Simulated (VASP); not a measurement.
# ZnO: single point with PBEsol

Crystal: ZnO.

```xyz
4
Lattice="3.2024 0.0000 0.0000 -1.6012 2.7733 0.0000 0.0000 0.0000 5.1687" Properties=species:S:1:pos:R:3 pbc="T T T"
Zn    0.0000    1.8489    2.5845
Zn    1.6012    0.9244    0.0001
O     1.6012    0.9244    1.9589
O     0.0000    1.8489    4.5432
```

```
Program             : VASP 6.6.1
Task                : single point
Functional          : PBEsol
Potentials or basis : VASP PAW PBE potentials, release 64 (Zn, O)
Cutoff              : 520 eV
k mesh              : 8 × 8 × 4
Occupations         : gaussian, width 0.01 eV
Spin                : no spin polarisation
```

```yaml
Pressure: 5.0 GPa
Band_gap_on_the_k_mesh: 0.73 eV
```

Levels at points of the mesh, in eV from the valence-band top:
```csv
k point,band 15,band 16,band 17,band 18,band 19,band 20,band 21,band 22
"(0.00, 0.00, 0.00)",-0.84,-0.10,0.00,0.00,0.73,5.25,8.19,12.96
"(0.50, 0.00, 0.00)",-2.96,-2.41,-1.37,-0.89,5.84,6.75,7.46,8.68
"(0.00, 0.00, 0.50)",-0.42,-0.42,-0.42,-0.42,3.44,3.44,10.06,10.06
"(0.50, 0.00, 0.50)",-1.60,-1.60,-1.46,-1.46,5.62,5.62,8.55,8.55
```

It took 56 s on 1 thread of Intel Xeon 8259CL, on a shared host, peak memory 0.17 GiB.

Caveat: the cell stands under pressure; the PAW data sets were made with another functional, which shifts forces and pressure a little.
